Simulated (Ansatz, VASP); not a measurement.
## Mn: VASP beside Ansatz

```
Mn
1.0
     2.25959    0.00000    0.00000
     0.00000    2.25959    0.00000
     0.00000    0.00000    2.25959
Mn
1
Direct
  0.00000 0.00000 0.00000
```

Alike in both runs: functional r2SCAN; k mesh 13 × 13 × 13; occupations fermi-dirac, width 0.1 eV; no spin polarisation.

Ansatz relaxed the structure, and its values are those at the end. VASP's run is a single point on that final structure, the one shown.

```csv
,VASP,Ansatz
version,VASP 6.6.1,Ansatz 0.2.0
potentials or method,"VASP PAW PBE potentials, release 64 (Mn_pv), cutoff 520 eV","plane waves (500 eV) with PAW, scalar-relativistic"
valence electrons in the cell,13,15
```

Ansatz gave:

| Property | Result |
| --- | --- |
| pressure (GPa) | 0.0 |

Q: Which values does VASP return?

A: Pressure (GPa): 0.8.

VASP's potentials were made for PBE, not for r2SCAN. With one functional, cell and mesh, what is left measures potentials, basis and numerics. VASP's potentials hold 13 valence electrons a cell and Ansatz's 15, so a difference there can come from the potentials and not from the codes.
